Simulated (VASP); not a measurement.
# C18O in VASP: single point with PBE

Aim: the single point of C18O with PBE.

Everything below comes from runs of VASP 6.6.1. Logs are shortened: lines on timing, memory, paths and dates and some standing lists are left out, and cuts for length are marked.

## Step 1: The cell of the first run

The cell holds a slab with vacuum, 19 atoms: a = 7.398 Å, b = 7.398 Å, c = 11.000 Å, α = 90.00°, β = 90.00°, γ = 120.00°.

## Step 2: Single point, PBE, collinear spin, ferromagnetic start

Input file INCAR:

```
ALGO = Normal
EDIFF = 1E-6
ENCUT = 520
GGA = PE
ISIF = 2
ISMEAR = -1
ISPIN = 2
LASPH = T
LCHARG = F
LORBIT = 11
LREAL = Auto
LWAVE = F
MAGMOM = 0 0 0 0 0 0 0 0 0 0 0 0 0 0 0 0 0 0 1
NBANDS = 58
NELM = 150
PREC = Accurate
SIGMA = 0.05
```

Input file KPOINTS:

```
k-points
0
Gamma
  2 2 1
```

Input file POSCAR:

```
C18O
1.0
    7.3980000000      0.0000000000      0.0000000000
   -3.6990000000      6.4068560000      0.0000000000
    0.0000000000      0.0000000000     11.0000000000
C O
18 1
Direct
   -0.0037810946      0.0016451909      0.0821287783
    0.2162659794      0.1119810814      0.0821489732
   -0.0056841516      0.3329424944      0.0835597425
    0.2173023260      0.4437713044      0.0877686065
   -0.0047784192      0.6698991178      0.0877671995
    0.2182107933      0.7807273043      0.0835753068
    0.3281875510      0.0006891869      0.0826606013
    0.5514047990      0.1120266381      0.0821348369
    0.3231377218      0.3320973603      0.0900431489
    0.5478435026      0.4400618089      0.1137574188
    0.3303637234      0.6698883085      0.0877651558
    0.5478685476      0.7815666149      0.0900102384
    0.6611219388      0.0016867269      0.0821192054
    0.8843237222      0.1129775312      0.0826375806
    0.6646676887      0.3321575434      0.0900393528
    0.8821534641      0.4437686983      0.0877752696
    0.6646251254      0.6736107486      0.1137176478
    0.8893568341      0.7815329204      0.0900046232
    0.6062737480      0.5568849203      0.2276592139
```

Potentials or basis: VASP PAW PBE potentials, release 64 (C, O).

Started as:

```
$ cat potpaw_PBE.64/C/POTCAR potpaw_PBE.64/O/POTCAR > POTCAR
$ mpirun -np 1 vasp_std > vasp.out
```

OUTCAR:

```text
EDIFF = 1E-6
   ENCUT = 520
   GGA = PE
   ISIF = 2
   ISMEAR = -1
   ISPIN = 2
   LASPH = T
   LORBIT = 11
   LREAL = Auto
   NELM = 150
   PREC = Accurate

 ion  position               nearest neighbor table
   1  0.996  0.002  0.082-   2 1.41  18 1.41  14 1.43
   2  0.216  0.112  0.082-   1 1.41   9 1.41   7 1.43
   3  0.994  0.333  0.084-  14 1.41   4 1.43  16 1.43
   4  0.217  0.444  0.088-   9 1.39   3 1.43  11 1.45
   5  0.995  0.670  0.088-  18 1.39   6 1.43  16 1.45
   6  0.218  0.781  0.084-   7 1.41   5 1.43  11 1.43
   7  0.328  0.001  0.083-   6 1.41   2 1.43   8 1.43
   8  0.551  0.112  0.082-  13 1.41  15 1.41   7 1.43
   9  0.323  0.332  0.090-   4 1.39   2 1.41  10 1.46
  10  0.548  0.440  0.114-  19 1.46   9 1.46  15 1.46  17 1.50
  11  0.330  0.670  0.088-  12 1.39   6 1.43   4 1.45
  12  0.548  0.782  0.090-  11 1.39  13 1.41  17 1.46
  13  0.661  0.002  0.082-   8 1.41  12 1.41  14 1.43
  14  0.884  0.113  0.083-   3 1.41  13 1.43   1 1.43
  15  0.665  0.332  0.090-  16 1.39   8 1.41  10 1.46
  16  0.882  0.444  0.088-  15 1.39   3 1.43   5 1.45
  17  0.665  0.674  0.114-  19 1.46  12 1.46  18 1.46  10 1.50
  18  0.889  0.782  0.090-   5 1.39   1 1.41  17 1.46
  19  0.606  0.557  0.228-  10 1.46  17 1.46

  LATTYP: Found a hexagonal cell.
 ALAT       =     7.3980000000
 C/A-ratio  =     1.4868883482

  Lattice vectors:

 A1 = (   7.3980000000,   0.0000000000,   0.0000000000)
 A2 = (  -3.6990000000,   6.4068560000,   0.0000000000)
 A3 = (   0.0000000000,   0.0000000000,  11.0000000000)

Analysis of symmetry for initial positions (statically):
=====================================================================
 Subroutine PRICEL returns:
 Original cell was already a primitive cell.

 Routine SETGRP: Setting up the symmetry group for a
 hexagonal supercell.

 Subroutine GETGRP returns: Found  1 space group operations
 (whereof  1 operations were pure point group operations)
 out of a pool of 24 trial point group operations.

The static configuration has the point symmetry C_1 .

Analysis of symmetry for dynamics (positions and initial velocities):
=====================================================================
 Subroutine PRICEL returns:
 Original cell was already a primitive cell.

 Routine SETGRP: Setting up the symmetry group for a
 hexagonal supercell.

 Subroutine GETGRP returns: Found  1 space group operations
 (whereof  1 operations were pure point group operations)
 out of a pool of 24 trial point group operations.

The dynamic configuration has the point symmetry C_1 .

Analysis of structural, dynamic, and magnetic symmetry:
=====================================================================
 Subroutine PRICEL returns:
 Original cell was already a primitive cell.

 Routine SETGRP: Setting up the symmetry group for a
 hexagonal supercell.

 Subroutine GETGRP returns: Found  1 space group operations
 (whereof  1 operations were pure point group operations)
 out of a pool of 24 trial point group operations.

The overall configuration has the point symmetry C_1 .

 Subroutine INISYM returns: Found  1 space group operations
 (whereof  1 operations are pure point group operations),
 and found     1 'primitive' translations

----------------------------------------------------------------------------------------

                                     Primitive cell

  volume of cell :     521.3771

  direct lattice vectors                    reciprocal lattice vectors
     7.398000000  0.000000000  0.000000000     0.135171668  0.078041398  0.000000000
    -3.699000000  6.406856000  0.000000000     0.000000000  0.156082796  0.000000000
     0.000000000  0.000000000 11.000000000     0.000000000  0.000000000  0.090909091

  length of vectors
     7.398000000  7.398000054 11.000000000     0.156082797  0.156082796  0.090909091

  position of ions in fractional coordinates (direct lattice)
     0.996218905  0.001645191  0.082128778
     0.216265979  0.111981081  0.082148973
[... 73 lines left out ...]
   number of dos      NEDOS =    301   number of ions     NIONS =     19
   total plane-waves  NPLWV = 263424
   dimension x,y,z NGX =    56 NGY =   56 NGZ =   84
   dimension x,y,z NGXF=   112 NGYF=  112 NGZF=  168
   ions per type =              18   1
   NGX,Y,Z   is equivalent  to a cutoff of  12.58, 12.58, 12.70 a.u.
   NGXF,Y,Z  is equivalent  to a cutoff of  25.17, 25.17, 25.39 a.u.
 SYSTEM =  unknown system
   PREC   = accura    normal or accurate (medium, high low for compatibility)
   ISTART =      0    job   : 0-new  1-cont  2-samecut
   ICHARG =      2    charge: 1-file 2-atom 10-const
   ISPIN  =      2    spin polarized calculation?
   LNONCOLLINEAR =      F non collinear calculations
   LSORBIT =      F    spin-orbit coupling
   LASPH  =      T    aspherical Exc in radial PAW
   ENCUT  =  520.0 eV  38.22 Ry    6.18 a.u.  13.76 13.76 20.45*2*pi/ulx,y,z
   NELM   =    150;   NELMIN=  2; NELMDL= -5     # of ELM steps
   EDIFF  = 0.1E-05   stopping-criterion for ELM
   LREAL  =      T    real-space projection
   EDIFFG = 0.1E-04   stopping-criterion for IOM
   NSW    =      0    number of steps for IOM
   IBRION =     -1    ionic relax: 0-MD 1-quasi-New 2-CG
   NFREE  =      0    steps in history (QN), initial steepest desc. (CG)
   ISIF   =      2    stress and relaxation
   ISYM   =      2    0-nonsym 1-usesym 2-fastsym
   POTIM  = 0.5000    time-step for ionic-motion
   TEBEG  =    0.0;   TEEND  =   0.0 temperature during run
   PSTRESS=    0.0 pullay stress
   NELECT =      78.0000    total number of electrons
   NUPDOWN=      -1.0000    fix difference up-down
   EMIN   =  10.00;   EMAX   =-10.00  energy-range for DOS
   EFERMI =   0.00;   METHOD = LEGACY
   ISMEAR =    -1;   SIGMA  =   0.05  broadening in eV -4-tet -1-fermi 0-gaus
   EFERMI_NEDOS =   21; number of points for ismear=-14 and -15
   IALGO  =     38    algorithm
   IMIX   =      4    mixing-type and parameters
     AMIX     =   0.40;   BMIX     =  1.00
     AMIX_MAG =   1.60;   BMIX_MAG =  1.00
  volume/ion in A,a.u.               =      27.44       185.18
  Fermi-wavevector in a.u.,A,eV,Ry     =   0.869072  1.642308 10.276289  0.755286
  Thomas-Fermi vector in A             =   1.987841
   LORBIT       =     11    0 simple, 1 ext, 2 COOP (PROOUT), +10 PAW based schemes
   GGA     = PE    functional components
   LHFCALC =     F    Hartree Fock is set to
   AEXX    =    0.0000 exact exchange contribution
   IVDW    =     0    specifies the selected vdW correction
   LEPSILON=     F    determine dielectric tensor
   LRPA    =     F    only Hartree local field effects (RPA)
 spin polarized calculation
  energy-cutoff  :      520.00
  volume of cell :      521.38
 maximum number of plane-waves:     14099
 NGX is ok and might be reduce to    56
   NGX = 27   NGY = 27   NGZ = 41

 number of electron      77.9999998 magnetization      -0.0000021

 number of electron      77.9999998 magnetization       0.0000011

 Free energy of the ion-electron system (eV)
  ---------------------------------------------------
  ext. energy  EPLUGINS =         0.00000000
  ---------------------------------------------------
  free energy    TOTEN  =      -169.86807674 eV

  energy without entropy =     -169.85024105  energy(sigma->0) =     -169.85915889

 E-fermi :  -1.5642     XC(G=0):  -4.0720

 val. band max:       -1.6666863986   @ k =   0.0000   0.0000   0.0000
 cond. band min:      -1.4615803664   @ k =   0.0000   0.0000   0.0000
 fundamental gap:      0.2051060322
 Fermi energy:        -1.5642494077

 spin component 1

 k-point     1 :       0.0000    0.0000    0.0000
  band No.  band energies     occupation
      1     -24.8534      1.00000
      2     -20.8584      1.00000
      3     -18.6900      1.00000
      4     -18.6896      1.00000
      5     -18.6102      1.00000
      6     -18.5711      1.00000
[... 205 lines left out ...]
     50       4.4396      0.00000
     51       4.5803      0.00000
 Fermi energy:        -1.5642494077

 spin component 2

 k-point     1 :       0.0000    0.0000    0.0000
  band No.  band energies     occupation
      1     -24.8534      1.00000
      2     -20.8584      1.00000
      3     -18.6900      1.00000
      4     -18.6896      1.00000
      5     -18.6102      1.00000
      6     -18.5711      1.00000
[... 205 lines left out ...]
     50       4.4413      0.00000
     51       4.5799      0.00000
 [bands above 51 left out]

------------------------ aborting loop because EDIFF is reached ----------------------------------------

  FORCE on cell =-STRESS in cart. coord.  units (eV):
  Direction    XX          YY          ZZ          XY          YZ          ZX
  --------------------------------------------------------------------------------------
  -------------------------------------------------------------------------------------
  Total        4.1407824      6.1966859      0.2839607      0.0160813     -0.0102431      0.0083478
  in kB       12.7245086     19.0422425      0.8726034      0.0494173     -0.0314767      0.0256526
  external PRESSURE =      10.8797848 kB  Pullay stress =       0.0000000 kB

 VOLUME and BASIS-vectors are now :
 -----------------------------------------------------------------------------
  energy-cutoff  :      520.00
  volume of cell :      521.38
      direct lattice vectors                 reciprocal lattice vectors
     7.398000000  0.000000000  0.000000000     0.135171668  0.078041398  0.000000000
    -3.699000000  6.406856000  0.000000000     0.000000000  0.156082796  0.000000000
     0.000000000  0.000000000 11.000000000     0.000000000  0.000000000  0.090909091

 POSITION                                       TOTAL-FORCE (eV/Angst)
 -----------------------------------------------------------------------------------
      7.36394      0.01054      0.90342        -0.008703      0.004839     -0.003254
      1.18572      0.71745      0.90364         0.010207     -0.003696     -0.002655
      6.12439      2.13311      0.91916        -0.001572      0.013302      0.005149
     -0.03391      2.84318      0.96545        -0.005527      0.006191     -0.003244
      4.88469      4.29195      0.96544        -0.000409     -0.006205     -0.001117
     -1.27359      5.00201      0.91933        -0.004192     -0.011142      0.002729
[... 11 lines left out ...]
      3.68857      5.00717      0.99005        -0.002468     -0.002429     -0.006980
      2.42530      3.56788      2.50425        -0.000585      0.000282      0.341974
 -----------------------------------------------------------------------------------
    total drift:                               -0.005242      0.005282     -0.006499

  FREE ENERGIE OF THE ION-ELECTRON SYSTEM (eV)
  ---------------------------------------------------
  free  energy   TOTEN  =      -169.8680767359 eV

  energy  without entropy=     -169.8502410527  energy(sigma->0) =     -169.85915889

 total charge

# of ion       s       p       d       tot
------------------------------------------
    1        0.865   1.798   0.000   2.663
    2        0.865   1.798   0.000   2.663
    3        0.864   1.787   0.000   2.650
    4        0.862   1.786   0.000   2.648
    5        0.862   1.786   0.000   2.648
    6        0.864   1.787   0.000   2.650
[... 11 lines left out ...]
   18        0.866   1.797   0.000   2.663
   19        1.598   3.423   0.000   5.022
--------------------------------------------------
tot         17.100  35.587   0.000  52.688

 magnetization (x)

# of ion       s       p       d       tot
------------------------------------------
    1        0.000   0.000   0.000   0.000
    2       -0.000  -0.000   0.000  -0.000
    3        0.000   0.000   0.000   0.000
    4       -0.000  -0.000   0.000  -0.000
    5        0.000   0.000   0.000   0.000
    6       -0.000  -0.000   0.000  -0.000
[... 11 lines left out ...]
   18       -0.000  -0.000   0.000  -0.000
   19        0.000   0.000   0.000   0.000
--------------------------------------------------
tot          0.000   0.000   0.000   0.000
```

It took 6.2 min on 1 thread of Intel Xeon Platinum 8488C (Sapphire Rapids), shared host; peak memory 0.78 GiB.

Results:

| Quantity | Value |
| --- | --- |
| Free energy | -169.8681 eV |
| Largest force | 0.342 eV/Å |
| Band gap on the k mesh | 0.21 eV, direct |
| Net moment | 0.00 μB per cell |
| Valence electrons inside the program's atomic spheres | C 2.66, 2.65, 2.58; O 5.02 |

Forces on the atoms (eV/Å):
```
C   -0.009  0.005 -0.003
C    0.010 -0.004 -0.003
C   -0.002  0.013  0.005
C   -0.006  0.006 -0.003
C    0.000 -0.006 -0.001
C   -0.004 -0.011  0.003
C   -0.001  0.006 -0.006
C   -0.005 -0.004 -0.007
C   -0.004  0.005 -0.008
C    0.005 -0.134 -0.151
C   -0.005 -0.002  0.004
C    0.009 -0.006 -0.003
C    0.008 -0.002 -0.004
C    0.007 -0.014 -0.003
C   -0.009 -0.006 -0.010
C    0.005  0.019  0.003
C    0.004  0.136 -0.148
C   -0.002 -0.002 -0.007
O   -0.001  0.000  0.342
```

Levels at points of the mesh, in eV from the valence-band top:
Spin up:
```csv
k point,band 35,band 36,band 37,band 38,band 39,band 40,band 41,band 42,band 43,band 44
"(0.00, 0.00, 0.00)",-3.21,-3.05,-2.44,-1.07,0.00,0.21,1.12,3.05,3.52,4.80
"(0.50, 0.00, 0.00)",-2.96,-2.54,-2.37,-2.15,-1.66,1.23,2.10,2.61,2.61,3.71
"(0.00, 0.50, 0.00)",-2.73,-2.59,-2.44,-2.10,-1.15,0.49,2.16,2.57,2.95,3.53
"(0.50, 0.50, 0.00)",-2.96,-2.54,-2.37,-2.15,-1.66,1.23,2.10,2.61,2.61,3.71
```
Spin down:
```
           k point  band 35  band 36  band 37  band 38  band 39  band 40  band 41  band 42  band 43  band 44
(0.00, 0.00, 0.00)    -3.21    -3.05    -2.44    -1.07     0.00     0.21     1.12     3.05     3.52     4.80
(0.50, 0.00, 0.00)    -2.96    -2.54    -2.37    -2.15    -1.66     1.23     2.10     2.61     2.61     3.71
(0.00, 0.50, 0.00)    -2.73    -2.59    -2.44    -2.10    -1.15     0.49     2.16     2.57     2.95     3.53
(0.50, 0.50, 0.00)    -2.96    -2.54    -2.37    -2.15    -1.66     1.23     2.10     2.61     2.61     3.71
```

Caveat: the k points lie up to 0.49 Å⁻¹ apart.
